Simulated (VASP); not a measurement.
# Al2O3 (P-3m1) in VASP: notebook, part 2 of 2

VASP 6.6.1. Earlier steps stand in the parts before.

## (3) Relaxation of cell and atoms, PBEsol

This run uses another cell than the first one, of 8.06 Å³/atom, 0.812 times its volume.

The input, INCAR:

```
SYSTEM = Al2O3
ALGO = Normal
EDIFF = 1E-6
EDIFFG = -0.01
ENCUT = 600
GGA = PS
IBRION = 2
ISIF = 3
ISMEAR = -1
LASPH = .True.
LCHARG = .False.
LREAL = .False.
LWAVE = .False.
NELM = 60
NSW = 100
PREC = Accurate
SIGMA = 0.03
```

The input, KPOINTS:

```
k-points
0
Gamma
  9 9 4
  0 0 0
```

The input, POSCAR:

```
Al2O3
1.0
    3.1019407000      0.0000000000      0.0000000000
   -1.5509703500      2.6863594472      0.0000000000
    0.0000000000      0.0000000000      4.8390274920
Al O
2 3
Direct
    0.3333333333      0.6666666667      0.2450000000
    0.6666666667      0.3333333333      0.7550000000
    0.0000000000      0.0000000000      0.0000000000
    0.3333333333      0.6666666667      0.6450000000
    0.6666666667      0.3333333333      0.3550000000
```

Potentials or basis: VASP PAW PBE potentials, release 64 (Al, O).

Started as:

```bash
$ cat potpaw_PBE.64/Al/POTCAR potpaw_PBE.64/O/POTCAR > POTCAR
$ mpirun -np 1 vasp_std > vasp.out
```

OUTCAR:

```text
SYSTEM = Al2O3
   EDIFF = 1E-6
   EDIFFG = -0.01
   ENCUT = 600
   GGA = PS
   IBRION = 2
   ISIF = 3
   ISMEAR = -1
   LASPH = .True.
   LREAL = .False.
   NELM = 60
   NSW = 100
   PREC = Accurate

 ion  position               nearest neighbor table
   1  0.333  0.667  0.245-   5 1.87   5 1.87   5 1.87   4 1.94   3 2.15   3 2.15   3 2.15   2 2.97
                             2 2.97   2 2.97   2 3.05   2 3.05   2 3.05
   2  0.667  0.333  0.755-   4 1.87   4 1.87   4 1.87   5 1.94   3 2.15   3 2.15   3 2.15   1 2.97
                             1 2.97   1 2.97   1 3.05   1 3.05   1 3.05
   3  0.000  0.000  0.000-   1 2.15   2 2.15   1 2.15   2 2.15   2 2.15   1 2.15
   4  0.333  0.667  0.645-   2 1.87   2 1.87   2 1.87   1 1.94
   5  0.667  0.333  0.355-   1 1.87   1 1.87   1 1.87   2 1.94

  LATTYP: Found a hexagonal cell.
 ALAT       =     3.1019407000
 C/A-ratio  =     1.5600000000

  Lattice vectors:

 A1 = (   3.1019407000,   0.0000000000,   0.0000000000)
 A2 = (  -1.5509703500,   2.6863594472,   0.0000000000)
 A3 = (   0.0000000000,   0.0000000000,   4.8390274920)

Analysis of symmetry for initial positions (statically):
=====================================================================
 Subroutine PRICEL returns:
 Original cell was already a primitive cell.

[... 285 lines left out ...]
  FREE ENERGIE OF THE ION-ELECTRON SYSTEM (eV)
  ---------------------------------------------------
  free  energy   TOTEN  =       -37.2198085479 eV

  energy  without entropy=      -37.2198085479  energy(sigma->0) =      -37.21980855

[... ionic steps 4 to 15 ...]

--------------------------------------- Ionic step       16  -------------------------------------------

 number of electron      23.9999992 magnetization

------------------------ aborting loop because EDIFF is reached ----------------------------------------
[... 73 lines left out ...]
--------------------------------------- Ionic step       18  -------------------------------------------

 number of electron      23.9999994 magnetization

 Free energy of the ion-electron system (eV)
  ---------------------------------------------------
  ext. energy  EPLUGINS =         0.00000000
  ---------------------------------------------------
  free energy    TOTEN  =       -38.11237352 eV

  energy without entropy =      -38.11237352  energy(sigma->0) =      -38.11237352

 E-fermi :   6.6033     XC(G=0): -11.5273

 val. band max:        5.9906864515   @ k =   0.0000   0.0000   0.0000
 cond. band min:      10.1590426690   @ k =   0.0000   0.0000   0.0000
 fundamental gap:      4.1683562175
 Fermi energy:         6.6032678161

 k-point     1 :       0.0000    0.0000    0.0000
  band No.  band energies     occupation
      1     -13.8116      2.00000
      2     -12.2228      2.00000
      3     -11.3669      2.00000
      4       0.4814      2.00000
      5       2.1491      2.00000
      6       3.5519      2.00000
[... 433 lines left out ...]
      3     -10.9566      2.00000
      4      -0.0621      2.00000
      5       0.5091      2.00000
      6       1.5382      2.00000
[... 8 lines left out ...]
     15      15.4491      0.00000
     16      16.3008      0.00000

 [... further k-points ...]
[... 5 lines left out ...]
  --------------------------------------------------------------------------------------
  -------------------------------------------------------------------------------------
  Total       -0.0141727     -0.0141727      0.0210367     -0.0000000      0.0000000     -0.0000000
  in kB       -0.4993641     -0.4993641      0.7412097     -0.0000000      0.0000000     -0.0000000
  external PRESSURE =      -0.0858395 kB  Pullay stress =       0.0000000 kB
[... 20 lines left out ...]
  FREE ENERGIE OF THE ION-ELECTRON SYSTEM (eV)
  ---------------------------------------------------
  free  energy   TOTEN  =       -38.1123735190 eV

  energy  without entropy=      -38.1123735190  energy(sigma->0) =      -38.11237352

 reached required accuracy - stopping structural energy minimisation
```

OSZICAR:

```text
N       E                     dE             d eps       ncg     rms          rms(c)
DAV:   1     0.108785421926E+03    0.10879E+03   -0.14136E+04  1376   0.160E+03
DAV:   2    -0.372845962500E+02   -0.14607E+03   -0.14207E+03  1752   0.288E+02
DAV:   3    -0.410521430630E+02   -0.37675E+01   -0.37639E+01  1808   0.554E+01
[... 159 lines left out ...]
DAV:   1    -0.381123471321E+02   -0.75850E-04   -0.84311E-02  1376   0.252E+00    0.681E-02
DAV:   2    -0.381123930301E+02   -0.45898E-04   -0.14775E-03  1992   0.318E-01    0.239E-02
DAV:   3    -0.381123770454E+02    0.15985E-04   -0.33118E-05  1880   0.666E-02    0.119E-02
DAV:   4    -0.381123735194E+02    0.35260E-05   -0.17884E-05  1904   0.395E-02    0.307E-03
DAV:   5    -0.381123735190E+02    0.44201E-09   -0.19208E-06  1432   0.118E-02
  18 F= -.38112374E+02 E0= -.38112374E+02  d E =-.102635E-03
```

CONTCAR:

```text
Al2O3
   1.00000000000000
     2.8880421175402993   -0.0000000000000000   -0.0000000000000000
    -1.4440210587701496    2.5011178409635155   -0.0000000000000000
    -0.0000000000000000   -0.0000000000000000    6.2951853308955767
  Al              O
     2     3
Direct
     0.3333333332999970    0.6666666667000030    0.2138764539164611
     0.6666666667000030    0.3333333332999970    0.7861235460835390
     0.0000000000000000    1.0000000000000000    0.0000000000000000
     0.3333333332999970    0.6666666667000030    0.6824786727146716
     0.6666666667000030    0.3333333332999970    0.3175213272853282

  0.00000000E+00  0.00000000E+00  0.00000000E+00
  0.00000000E+00  0.00000000E+00  0.00000000E+00
  0.00000000E+00  0.00000000E+00  0.00000000E+00
  0.00000000E+00  0.00000000E+00  0.00000000E+00
  0.00000000E+00  0.00000000E+00  0.00000000E+00
```

It took 3.6 min on 1 thread of Intel Xeon Platinum 8488C (Sapphire Rapids), shared host; peak memory 0.19 GiB.

What came out:

```yaml
Free_energy: -38.1124 eV
Relaxed_volume: 9.09 Å³/atom
Relaxed_cell: a = 2.888 Å, b = 2.888 Å, c = 6.295 Å, α = 90.00°, β = 90.00°, γ = 120.00°
Space_group_after_relaxing_to_0.05_Å: P-3m1 (No. 164)
Energy_gained_by_relaxing: 307.8 meV/atom
Ionic_steps: 18
Pressure_after_relaxing: 0.0 GPa
Largest_force_after_relaxing: 0.007 eV/Å
Band_gap_on_the_k_mesh: 4.17 eV, direct
```

Forces on the atoms (eV/Å):
```
Al   0.000  0.000  0.002
Al   0.000  0.000 -0.002
O    0.000  0.000  0.000
O    0.000  0.000  0.007
O    0.000  0.000 -0.007
```

The path:
| step | energy change (eV) | largest force (eV/Å) | pressure (GPa) | volume (Å³) |
| --- | --- | --- | --- | --- |
| 1 | 0.0000 | 2.1611 | 14.40 | 40.32 |
| 2 | -0.6099 | 1.6137 | -5.39 | 44.57 |
| 3 | -0.6466 | 1.0062 | -2.86 | 43.72 |
| 4 | -1.0032 | 1.1679 | -1.74 | 43.80 |
| 5 | -1.2045 | 1.4512 | 2.15 | 43.57 |
| 6 | -1.3205 | 1.9718 | -3.89 | 44.62 |
| 7 | -1.3376 | 1.6653 | -2.59 | 44.37 |
| 8 | -1.5088 | 0.0694 | 6.31 | 43.93 |
| 9 | -1.5089 | 0.0699 | 6.03 | 43.94 |
| 10 | -1.5226 | 0.2037 | -4.31 | 46.33 |
| 11 | -1.5372 | 0.1053 | -0.19 | 45.31 |
| 12 | -1.5378 | 0.1768 | -0.03 | 45.47 |
| 13 | -1.5384 | 0.0660 | -0.09 | 45.40 |
| 14 | -1.5389 | 0.0459 | 0.08 | 45.40 |
| 15 | -1.5390 | 0.0318 | 0.21 | 45.39 |
| 16 | -1.5391 | 0.0522 | -0.21 | 45.48 |
| 17 | -1.5391 | 0.0385 | -0.06 | 45.45 |
| 18 | -1.5392 | 0.0066 | -0.01 | 45.47 |

Final structure:
```cif
data_structure
_symmetry_space_group_name_H-M 'P 1'
_symmetry_Int_Tables_number 1
_cell_length_a 2.8880
_cell_length_b 2.8880
_cell_length_c 6.2952
_cell_angle_alpha 90.000
_cell_angle_beta 90.000
_cell_angle_gamma 120.000
_cell_volume 45.47
loop_
_atom_site_label
_atom_site_type_symbol
_atom_site_fract_x
_atom_site_fract_y
_atom_site_fract_z
_atom_site_occupancy
Al1 Al 0.33333 0.66667 0.21388 1
Al2 Al 0.66667 0.33333 0.78612 1
O1 O 0.00000 0.00000 0.00000 1
O2 O 0.33333 0.66667 0.68248 1
O3 O 0.66667 0.33333 0.31752 1
```

Caveat: the PAW data sets were made with another functional, which shifts forces and pressure a little.
